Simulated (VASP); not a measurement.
Crystal: BaS.

```
Ba S
1.0
     0.00000    3.19375    3.19375
     3.19375    0.00000    3.19375
     3.19375    3.19375    0.00000
Ba S
1 1
Cartesian
  0.0000 0.0000 0.0000
  3.1938 3.1938 3.1938
```

| Property | Result |
| --- | --- |
| Program | VASP 6.6.1 |
| Task | relaxation of cell and atoms |
| Functional | revPBE |
| Potentials or basis | VASP PAW PBE potentials, release 64 (Ba_sv, S) |
| Cutoff | 600 eV |
| k mesh | 7 × 7 × 7 |
| Occupations | fermi-dirac, width 0.05 eV |
| Spin | no spin polarisation |

At the start: pressure 2.6 GPa; volume 32.58 Å³/atom.

Q: How do energy, volume and symmetry change on relaxing?

A: Over 3 steps the energy falls by 15.6 meV/atom and the volume is 34.59 Å³/atom (+6.2 %); space group Fm-3m (No. 225, to 0.1 Å) before and after.

Step by step:
```csv
step,energy change (eV),largest force (eV/Å),pressure (GPa),volume (Å³)
1,0.0000,0.0000,2.61,65.15
2,-0.0292,0.0000,-0.57,70.29
3,-0.0312,0.0000,0.01,69.19
```

Final structure:
```cif
data_structure
_symmetry_space_group_name_H-M 'P 1'
_symmetry_Int_Tables_number 1
_cell_length_a 4.6080
_cell_length_b 4.6080
_cell_length_c 4.6080
_cell_angle_alpha 60.000
_cell_angle_beta 60.000
_cell_angle_gamma 60.000
_cell_volume 69.19
loop_
_atom_site_label
_atom_site_type_symbol
_atom_site_fract_x
_atom_site_fract_y
_atom_site_fract_z
_atom_site_occupancy
Ba1 Ba 0.00000 0.00000 0.00000 1
S1 S 0.50000 0.50000 0.50000 1
```

Caveat: the PAW data sets were made with another functional, which shifts forces and pressure a little.
